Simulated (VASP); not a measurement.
# P (Imma) in VASP: further runs

The runs below take P through single point, with PBEsol.

Everything below comes from runs of VASP 6.6.1. Logs are shortened: lines on timing, memory, paths and dates and some standing lists are left out, and cuts for length are marked.

## Step 1: The cell of the first run

The structure is orthorhombic, space group Imma (No. 74). Conventional cell: a = 3.518 Å, b = 5.232 Å, c = 4.015 Å, α = 90.00°, β = 90.00°, γ = 90.00°. P (site symmetry mm2) has 6 P at 2.36 to 3.00 Å within 3.1 Å.

## Step 2: Single point, PBEsol (strain +0.040 along x and y, +0.080 along z)

Input file INCAR:

```
SYSTEM = P
  PREC = Accurate
  ENCUT = 520
  EDIFF = 1E-7
  ISMEAR = 0
  SIGMA = 0.15
  LREAL = .False.
  LASPH = .True.
  NELM = 60
  ALGO = Normal
  ISIF = 2
  LWAVE = .False.
  LCHARG = .False.
  GGA = PS
  NBANDS = 12
```

Input file KPOINTS:

```
regular mesh
0
Gamma
  18 18 18
  0 0 0
```

Input file POSCAR:

```
P
1.0
   -1.7591704448      2.6157716388      2.0076596667
    1.7591704448     -2.6157716388      2.0076596667
    1.7591704448      2.6157716388     -2.0076596667
P
2
Direct
    0.8033091100      0.0533091100      0.7500000000
    0.1966908900      0.9466908900      0.2500000000
```

Potentials or basis: VASP PAW PBE potentials, release 64 (P).

Run with:

```bash
$ cat potpaw_PBE.64/P/POTCAR > POTCAR
$ mpirun -np 1 vasp_std > vasp.out
```

OUTCAR:

```text
SYSTEM = P
   PREC = Accurate
   ENCUT = 520
   EDIFF = 1E-7
   ISMEAR = 0
   LREAL = .False.
   LASPH = .True.
   NELM = 60
   ISIF = 2
   GGA = PS

 ion  position               nearest neighbor table
   1  0.803  0.053  0.750-   2 2.36   2 2.36   2 2.65   2 2.65
   2  0.197  0.947  0.250-   1 2.36   1 2.36   1 2.65   1 2.65

  LATTYP: Found a body centered orthorhombic cell.
 ALAT       =     3.5183408896
 B/A-ratio  =     1.1412536361
 C/A-ratio  =     1.4869347348

  Lattice vectors:

 A1 = (   1.7591704448,  -2.6157716388,  -2.0076596667)
 A2 = (  -1.7591704448,  -2.6157716388,   2.0076596667)
 A3 = (  -1.7591704448,   2.6157716388,  -2.0076596667)

Analysis of symmetry for initial positions (statically):
=====================================================================
 Subroutine PRICEL returns:
 Original cell was already a primitive cell.

 Routine SETGRP: Setting up the symmetry group for a
 body centered orthorhombic supercell.

 Subroutine GETGRP returns: Found  8 space group operations
 (whereof  4 operations were pure point group operations)
 out of a pool of  8 trial point group operations.

The static configuration has the point symmetry C_2h.
 The point group associated with its full space group is D_2h.

Analysis of symmetry for dynamics (positions and initial velocities):
=====================================================================
 Subroutine PRICEL returns:
 Original cell was already a primitive cell.

 Routine SETGRP: Setting up the symmetry group for a
 body centered orthorhombic supercell.

 Subroutine GETGRP returns: Found  8 space group operations
 (whereof  4 operations were pure point group operations)
 out of a pool of  8 trial point group operations.

The dynamic configuration has the point symmetry C_2h.
 The point group associated with its full space group is D_2h.

 Subroutine INISYM returns: Found  8 space group operations
 (whereof  4 operations are pure point group operations),
 and found     1 'primitive' translations

----------------------------------------------------------------------------------------

                                     Primitive cell

  volume of cell :      36.9537

  direct lattice vectors                    reciprocal lattice vectors
    -1.759170445  2.615771639  2.007659667     0.000000000  0.191148185  0.249046195
     1.759170445 -2.615771639  2.007659667     0.284224875  0.000000000  0.249046195
     1.759170445  2.615771639 -2.007659667     0.284224875  0.191148185  0.000000000

  length of vectors
     3.737330499  3.737330499  3.737330499     0.313945275  0.377899175  0.342522128

  position of ions in fractional coordinates (direct lattice)
     0.803309110  0.053309110  0.750000000
     0.196690890  0.946690890  0.250000000

  ion indices of the primitive-cell ions
   primitive index   ion index
                 1           1
                 2           2

----------------------------------------------------------------------------------------

 KPOINTS: regular mesh

Automatic generation of k-mesh.
 Grid dimensions read from file:
 generate k-points for:   18   18   18

 Generating k-lattice:

  Cartesian coordinates                     Fractional coordinates (reciprocal lattice)
     0.000000000  0.010619344  0.013835900     0.055555556  0.000000000  0.000000000
     0.015790271  0.000000000  0.013835900    -0.000000000  0.055555556  0.000000000
     0.015790271  0.010619344  0.000000000    -0.000000000  0.000000000  0.055555556

  Length of vectors
     0.017441404  0.020994399  0.019029007

  Shift w.r.t. Gamma in fractional coordinates (k-lattice)
     0.000000000  0.000000000  0.000000000

 Subroutine IBZKPT returns following result:
 ===========================================

 Found    865 irreducible k-points:

 Following reciprocal coordinates:
            Coordinates               Weight
  0.000000  0.000000  0.000000      1.000000
  0.055556 -0.000000  0.000000      4.000000
  0.111111 -0.000000  0.000000      4.000000
  0.166667  0.000000 -0.000000      4.000000
  0.222222 -0.000000  0.000000      4.000000
  0.277778  0.000000  0.000000      4.000000
[... 16 lines left out ...]
 -0.333333  0.055556  0.000000      8.000000
 -0.277778  0.055556  0.000000      8.000000
 [... further k-points ...]
   k-points           NKPTS =    865   k-points in BZ     NKDIM =    865   number of bands    NBANDS=     12
   number of dos      NEDOS =    301   number of ions     NIONS =      2
   total plane-waves  NPLWV =  21952
   dimension x,y,z NGX =    28 NGY =   28 NGZ =   28
   dimension x,y,z NGXF=    56 NGYF=   56 NGZF=   56
   ions per type =               2
   NGX,Y,Z   is equivalent  to a cutoff of  12.46, 12.46, 12.46 a.u.
   NGXF,Y,Z  is equivalent  to a cutoff of  24.91, 24.91, 24.91 a.u.
 SYSTEM =  P
   PREC   = accura    normal or accurate (medium, high low for compatibility)
   ISTART =      0    job   : 0-new  1-cont  2-samecut
   ICHARG =      2    charge: 1-file 2-atom 10-const
   ISPIN  =      1    spin polarized calculation?
   LNONCOLLINEAR =      F non collinear calculations
   LSORBIT =      F    spin-orbit coupling
   LASPH  =      T    aspherical Exc in radial PAW
   ENCUT  =  520.0 eV  38.22 Ry    6.18 a.u.   6.95  6.95  6.95*2*pi/ulx,y,z
   NELM   =     60;   NELMIN=  2; NELMDL= -5     # of ELM steps
   EDIFF  = 0.1E-06   stopping-criterion for ELM
   LREAL  =      F    real-space projection
   EDIFFG = 0.1E-05   stopping-criterion for IOM
   NSW    =      0    number of steps for IOM
   IBRION =     -1    ionic relax: 0-MD 1-quasi-New 2-CG
   NFREE  =      0    steps in history (QN), initial steepest desc. (CG)
   ISIF   =      2    stress and relaxation
   ISYM   =      2    0-nonsym 1-usesym 2-fastsym
   POTIM  = 0.5000    time-step for ionic-motion
   TEBEG  =    0.0;   TEEND  =   0.0 temperature during run
   PSTRESS=    0.0 pullay stress
   NELECT =      10.0000    total number of electrons
   NUPDOWN=      -1.0000    fix difference up-down
   EMIN   =  10.00;   EMAX   =-10.00  energy-range for DOS
   EFERMI =   0.00;   METHOD = LEGACY
   ISMEAR =     0;   SIGMA  =   0.15  broadening in eV -4-tet -1-fermi 0-gaus
   EFERMI_NEDOS =   21; number of points for ismear=-14 and -15
   IALGO  =     38    algorithm
   IMIX   =      4    mixing-type and parameters
     AMIX     =   0.40;   BMIX     =  1.00
     AMIX_MAG =   1.60;   BMIX_MAG =  1.00
  volume/ion in A,a.u.               =      18.48       124.69
  Fermi-wavevector in a.u.,A,eV,Ry     =   1.058901  2.001034 15.255836  1.121272
  Thomas-Fermi vector in A             =   2.194228
   LORBIT       =      0    0 simple, 1 ext, 2 COOP (PROOUT), +10 PAW based schemes
   GGA     = PS    functional components
   LHFCALC =     F    Hartree Fock is set to
   AEXX    =    0.0000 exact exchange contribution
   IVDW    =     0    specifies the selected vdW correction
   LEPSILON=     F    determine dielectric tensor
   LRPA    =     F    only Hartree local field effects (RPA)
 non-spin polarized calculation
 Gauss-broadening in eV      SIGMA  =   0.15
  energy-cutoff  :      520.00
  volume of cell :       36.95
 maximum number of plane-waves:      1020
   NGX = 13   NGY = 13   NGZ = 13

 number of electron      10.0000000 magnetization

 Free energy of the ion-electron system (eV)
  ---------------------------------------------------
  ext. energy  EPLUGINS =         0.00000000
  ---------------------------------------------------
  free energy    TOTEN  =       -11.31120015 eV

  energy without entropy =      -11.30917465  energy(sigma->0) =      -11.31018740

 E-fermi :   6.8865     XC(G=0): -10.3067

 val. band max:        6.8796535404   @ k =   0.3333   0.3333   0.1667
 cond. band min:       6.8958705519   @ k =   0.2222  -0.2222   0.1111
 fundamental gap:      0.0162170115
 Fermi energy:         6.8864810679

 k-point     1 :       0.0000    0.0000    0.0000
  band No.  band energies     occupation
      1      -8.0375      2.00000
      2       2.6481      2.00000
      3       4.1051      2.00000
      4       4.6941      2.00000
      5       4.7770      2.00000
      6       8.4223      0.00000
      7       9.3158      0.00000
      8      10.2354      0.00000
      9      12.7123      0.00000
     10      13.3254      0.00000
     11      13.7344      0.00000
     12      14.1248      0.00000

 k-point     2 :       0.0556   -0.0000    0.0000
  band No.  band energies     occupation
      1      -8.0006      2.00000
      2       2.2681      2.00000
      3       4.3202      2.00000
      4       4.6791      2.00000
      5       4.8366      2.00000
      6       8.4917      0.00000
      7       9.2564      0.00000
      8      10.1215      0.00000
      9      12.7769      0.00000
     10      12.9525      0.00000
     11      13.6135      0.00000
     12      14.7073      0.00000

 k-point     3 :       0.1111   -0.0000    0.0000
  band No.  band energies     occupation
      1      -7.8905      2.00000
      2       1.5027      2.00000
      3       4.5339      2.00000
      4       4.6369      2.00000
      5       5.0882      2.00000
      6       8.6444      0.00000
      7       9.0887      0.00000
      8       9.8261      0.00000
      9      12.5610      0.00000
     10      12.9931      0.00000
     11      13.4319      0.00000
     12      15.4162      0.00000
[... 286 lines left out ...]
 k-point    23 :      -0.3333    0.0556    0.0000
  band No.  band energies     occupation
      1      -6.9828      2.00000
      2      -1.3982      2.00000
      3       3.9411      2.00000
      4       5.1096      2.00000
      5       5.8536      2.00000
      6       7.7651      0.00000
      7       8.2033      0.00000
      8       9.2740      0.00000
      9      13.3004      0.00000
     10      13.5694      0.00000
     11      15.4063      0.00000
     12      17.8725      0.00000

 k-point    24 :      -0.2778    0.0556    0.0000
  band No.  band energies     occupation
      1      -7.3104      2.00000
      2      -0.5654      2.00000
      3       3.9920      2.00000
      4       4.9623      2.00000
      5       5.8317      2.00000
      6       8.0564      0.00000
      7       8.4850      0.00000
      8       9.4494      0.00000
      9      12.7978      0.00000
     10      13.2041      0.00000
     11      14.5816      0.00000
     12      16.9019      0.00000

 [... further k-points ...]
[... 5 lines left out ...]
  --------------------------------------------------------------------------------------
  -------------------------------------------------------------------------------------
  Total       -2.9499916     -2.1600972     -2.9942405      0.0000000     -0.0000000      0.0000000
  in kB     -127.9008784    -93.6539377   -129.8193501      0.0000000     -0.0000000      0.0000000
  external PRESSURE =    -117.1247220 kB  Pullay stress =       0.0000000 kB

 VOLUME and BASIS-vectors are now :
 -----------------------------------------------------------------------------
  energy-cutoff  :      520.00
  volume of cell :       36.95
      direct lattice vectors                 reciprocal lattice vectors
    -1.759170445  2.615771639  2.007659667     0.000000000  0.191148185  0.249046195
     1.759170445 -2.615771639  2.007659667     0.284224875  0.000000000  0.249046195
     1.759170445  2.615771639 -2.007659667     0.284224875  0.191148185  0.000000000

 POSITION                                       TOTAL-FORCE (eV/Angst)
 -----------------------------------------------------------------------------------
     -0.00000      3.92366      0.21405         0.000000      0.000000      0.804441
      1.75917     -1.30789      1.79361        -0.000000     -0.000000     -0.804441
 -----------------------------------------------------------------------------------
    total drift:                                0.000000     -0.000000     -0.000000

  FREE ENERGIE OF THE ION-ELECTRON SYSTEM (eV)
  ---------------------------------------------------
  free  energy   TOTEN  =       -11.3112001501 eV

  energy  without entropy=      -11.3091746470  energy(sigma->0) =      -11.31018740
```

Run time: 6.5 min. Hardware: 1 thread of Intel Xeon 8259CL, shared host; peak memory 0.39 GiB.

Results:

```
Free energy            : -11.3112 eV
Pressure               : -11.7 GPa
Largest force          : 0.804 eV/Å
Band gap on the k mesh : zero (bands 5 and 6 overlap by 0.61 eV)
```

Forces on the atoms (eV/Å):
```
P    0.000  0.000  0.804
P    0.000  0.000 -0.804
```

Caveat: the cell differs from its parent crystal (strain +0.040 along x and y, +0.080 along z); the cell stands under tension; the PAW data sets were made with another functional, which shifts forces and pressure a little.

## Step 3: Single point, PBEsol (strain +0.080 along x and y, +0.040 along z)

Input file INCAR:

```
SYSTEM = P
  PREC = Accurate
  ENCUT = 520
  EDIFF = 1E-6
  ISMEAR = 0
  SIGMA = 0.15
  LREAL = .FALSE.
  LASPH = .TRUE.
  NELM = 80
  ALGO = Normal
  ISIF = 2
  LWAVE = .FALSE.
  LCHARG = .FALSE.
  GGA = PS
  NBANDS = 12
```

Input file KPOINTS:

```
regular mesh
0
G
  18 18 18
  0 0 0
```

Input file POSCAR:

```
P
1.0
   -1.8268308465      2.7163782403      1.9333019012
    1.8268308465     -2.7163782403      1.9333019012
    1.8268308465      2.7163782403     -1.9333019012
P
2
Direct
    0.8033091100      0.0533091100      0.7500000000
    0.1966908900      0.9466908900      0.2500000000
```

Potentials or basis: VASP PAW PBE potentials, release 64 (P).

Run with:

```bash
$ cat potpaw_PBE.64/P/POTCAR > POTCAR
$ mpirun -np 1 vasp_std > vasp.out
```

Wall time 5.9 min (1 thread of Intel Xeon 8259CL, shared host); peak memory 0.4 GiB.

It converged, with:

```
Free energy            : -11.1679 eV
Pressure               : -14.0 GPa
Largest force          : 0.563 eV/Å
Band gap on the k mesh : zero (bands 5 and 6 overlap by 0.64 eV)
```

Forces on the atoms (eV/Å):
```
P    0.000  0.000  0.563
P    0.000  0.000 -0.563
```

Stress tensor (GPa, compression positive):
```
-17.00   0.00   0.00
  0.00 -15.38   0.00
  0.00   0.00  -9.63
```

Levels at points of the mesh, in eV from the Fermi level:
| k point | band 1 | band 2 | band 3 | band 4 | band 5 | band 6 | band 7 | band 8 | band 9 | band 10 |
| --- | --- | --- | --- | --- | --- | --- | --- | --- | --- | --- |
| (0.00, 0.00, 0.00) | -14.39 | -4.16 | -2.56 | -2.26 | -1.38 | 1.65 | 2.36 | 3.93 | 5.65 | 6.52 |
| (0.50, 0.00, 0.00) | -12.32 | -9.68 | -2.66 | -1.36 | -0.91 | -0.05 | 1.03 | 1.39 | 8.90 | 9.81 |
| (0.00, 0.50, 0.00) | -11.15 | -9.14 | -5.68 | -4.41 | -3.89 | 1.38 | 5.86 | 6.11 | 7.56 | 9.37 |
| (0.50, 0.50, 0.00) | -11.02 | -11.02 | -2.41 | -2.41 | -0.14 | -0.14 | 0.87 | 0.87 | 9.93 | 9.93 |
| (0.50, 0.50, 0.50) | -11.86 | -7.41 | -6.66 | -4.27 | -3.86 | 1.02 | 5.64 | 6.76 | 7.25 | 9.27 |

Caveat: the cell differs from its parent crystal (strain +0.080 along x and y, +0.040 along z); the cell stands under tension; the PAW data sets were made with another functional, which shifts forces and pressure a little.
